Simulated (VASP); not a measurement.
# Hg (R-3m) in VASP: notebook, part 3 of 3

VASP 6.6.1. Earlier steps stand in the parts before.

**7. Electric field gradients, LDA (24.55 Å³/atom)**

This run uses another cell than the first one, of 24.55 Å³/atom.

The input, INCAR:

```
SYSTEM = Hg
PREC     = Accurate       ! precision mode
ENCUT    = 520            ! plane-wave cutoff, eV
EDIFF    = 1E-8           ! SCF threshold, eV
ISMEAR   = -1             ! smearing method
SIGMA    = 0.03           ! smearing width, eV
LREAL    = .False.        ! projectors in reciprocal space
LASPH    = .True.         ! aspherical terms in the spheres
NELM     = 60             ! most SCF steps
ALGO     = Normal         ! electronic algorithm
ISIF     = 2              ! what is computed and relaxed
LWAVE    = .False.        ! write WAVECAR
LCHARG   = .False.        ! write CHGCAR
LEFG     = .True.       
NBANDS   = 12             ! bands
```

The input, KPOINTS:

```
Automatic mesh
0
Gamma
  12 12 12
  0 0 0
```

The input, POSCAR:

```
Hg
1.0
    1.7639306470      1.0184058339      2.2778150453
   -1.7639306470      1.0184058339      2.2778150453
    0.0000000000     -2.0368116678      2.2778150453
Hg
1
Direct
    0.0000000000      0.0000000000      0.0000000000
```

Potentials or basis: VASP PAW LDA potentials, release 64 (Hg).

Launch:

```bash
$ cat potpaw_LDA.64/Hg/POTCAR > POTCAR
$ mpirun -np 1 vasp_std > vasp.out
```

OUTCAR:

```text
SYSTEM = Hg
   PREC = Accurate
   ENCUT = 520
   EDIFF = 1E-8
   ISMEAR = -1
   LREAL = .False.
   LASPH = .True.
   NELM = 60
   ISIF = 2

 ion  position               nearest neighbor table
   1  0.000  0.000  0.000-

  LATTYP: Found a trigonal (rhomboedric) cell.
 ALAT       =     3.0556575643
 COS(alpha) =     0.3335253405

  Lattice vectors:

 A1 = (   1.7639306470,   1.0184058339,   2.2778150453)
 A2 = (  -1.7639306470,   1.0184058339,   2.2778150453)
 A3 = (   0.0000000000,  -2.0368116678,   2.2778150453)

Analysis of symmetry for initial positions (statically):
=====================================================================
 Subroutine PRICEL returns:
 Original cell was already a primitive cell.

 Routine SETGRP: Setting up the symmetry group for a
 trigonal (rhombohedral) supercell.

 Subroutine GETGRP returns: Found 12 space group operations
 (whereof 12 operations were pure point group operations)
 out of a pool of 12 trial point group operations.

The static configuration has the point symmetry D_3d.

Analysis of symmetry for dynamics (positions and initial velocities):
=====================================================================
 Subroutine PRICEL returns:
 Original cell was already a primitive cell.

 Routine SETGRP: Setting up the symmetry group for a
 trigonal (rhombohedral) supercell.

 Subroutine GETGRP returns: Found 12 space group operations
 (whereof 12 operations were pure point group operations)
 out of a pool of 12 trial point group operations.

The dynamic configuration has the point symmetry D_3d.

 Subroutine INISYM returns: Found 12 space group operations
 (whereof 12 operations are pure point group operations),
 and found     1 'primitive' translations

[... 495 lines left out ...]
      3      -4.2498      2.00000
      4      -4.0849      2.00000
      5      -3.7488      2.00000
      6      -0.5170      2.00000
      7       2.0767      1.69413
      8      10.2751      0.00000
      9      14.5160      0.00000
     10      17.7640      0.00000
     11      20.3379      0.00000
     12      21.6201      0.00000

 [... further k-points ...]

------------------------ aborting loop because EDIFF is reached ----------------------------------------

  FORCE on cell =-STRESS in cart. coord.  units (eV):
  Direction    XX          YY          ZZ          XY          YZ          ZX
  --------------------------------------------------------------------------------------
  -------------------------------------------------------------------------------------
  Total       -0.3883325     -0.3883325     -0.7045020      0.0000000     -0.0000000      0.0000000
  in kB      -25.3420774    -25.3420774    -45.9748923      0.0000000     -0.0000000      0.0000000
  external PRESSURE =     -32.2196823 kB  Pullay stress =       0.0000000 kB

 VOLUME and BASIS-vectors are now :
 -----------------------------------------------------------------------------
  energy-cutoff  :      520.00
  volume of cell :       24.55
      direct lattice vectors                 reciprocal lattice vectors
     1.763930647  1.018405834  2.277815045     0.283457856  0.163654470  0.146339069
    -1.763930647  1.018405834  2.277815045    -0.283457856  0.163654470  0.146339069
     0.000000000 -2.036811668  2.277815045     0.000000000 -0.327308939  0.146339069

 POSITION                                       TOTAL-FORCE (eV/Angst)
 -----------------------------------------------------------------------------------
      0.00000      0.00000      0.00000        -0.000000      0.000000     -0.000000
 -----------------------------------------------------------------------------------
    total drift:                                0.000000     -0.000000     -0.000000

  FREE ENERGIE OF THE ION-ELECTRON SYSTEM (eV)
  ---------------------------------------------------
  free  energy   TOTEN  =        -0.9416980465 eV

  energy  without entropy=       -0.9408430281  energy(sigma->0) =       -0.94127054

 Electric field gradients (V/A^2)
---------------------------------------------------------------------
 ion       V_xx      V_yy      V_zz      V_xy      V_xz      V_yz
---------------------------------------------------------------------
   1      64.154    64.154  -128.309    -0.000    -0.000     0.000
---------------------------------------------------------------------

 Electric field gradients after diagonalization (V/A^2)
 (convention: |V_zz| > |V_xx| > |V_yy|)
----------------------------------------------------------------------
 ion       V_xx      V_yy      V_zz     asymmetry (V_yy - V_xx)/ V_zz
----------------------------------------------------------------------
   1      64.154    64.154  -128.309       0.000
----------------------------------------------------------------------

           NMR quadrupolar parameters

 Cq : quadrupolar parameter    Cq=e*Q*V_zz/h
 eta: asymmetry parameters     (V_yy - V_xx)/ V_zz
 Q  : nuclear electric quadrupole moment in mb (millibarn)
----------------------------------------------------------------------
 ion       Cq(MHz)       eta       Q (mb)
----------------------------------------------------------------------
   1      -0.310       0.000       1.000
----------------------------------------------------------------------
```

Wall time 18 s (1 thread of AMD EPYC 9R45 (Zen 5), shared host); peak memory 0.14 GiB.

Results:

| Property | Result |
| --- | --- |
| Free energy | -0.9417 eV |
| Pressure | -3.2 GPa |
| Band gap on the k mesh | zero (bands 6 and 7 overlap by 2.77 eV) |
| Largest electric field gradient by atom | Hg -128.3 V/Å² |

Stress tensor (GPa, compression positive):
```
-2.53  0.00  0.00
 0.00 -2.53  0.00
 0.00  0.00 -4.60
```

Electric field gradients, principal values (V/Å²):
```tsv
atom	least	middle	greatest (by size)
1 Hg	64.154	64.154	-128.309
```

Caveat: the cell stands under tension; without QUAD_EFG the Cq values of the log hold for a quadrupole moment of 1 mb, not for the nuclei; spin-orbit coupling is left out, which moves the levels of the heavy elements.

**8. Summary**

| cell | gap on the mesh (eV) | pressure (GPa) |
| --- | --- | --- |
| a = 2.987 Å, angles 70.5°, 1 atom | none | -0.6 |
| a = 3.017 Å, angles 70.5°, 1 atom | none | -1.9 |
| a = 3.010 Å, angles 71.0°, 1 atom | none | -1.7 |
| a = 3.056 Å, angles 70.5°, 1 atom | none | -3.2 |

Alike in all rows: task electric field gradients; level LDA; potentials or basis VASP PAW LDA potentials, release 64 (Hg); no spin polarisation; k mesh 12 × 12 × 12; cutoff (eV) 520; smearing fermi-dirac 0.03 eV.

Caveats: spin-orbit coupling is left out, which moves the levels of the heavy elements; the cell stands under tension (at least some runs).

Absolute energies hang on the potentials; compare differences alone.
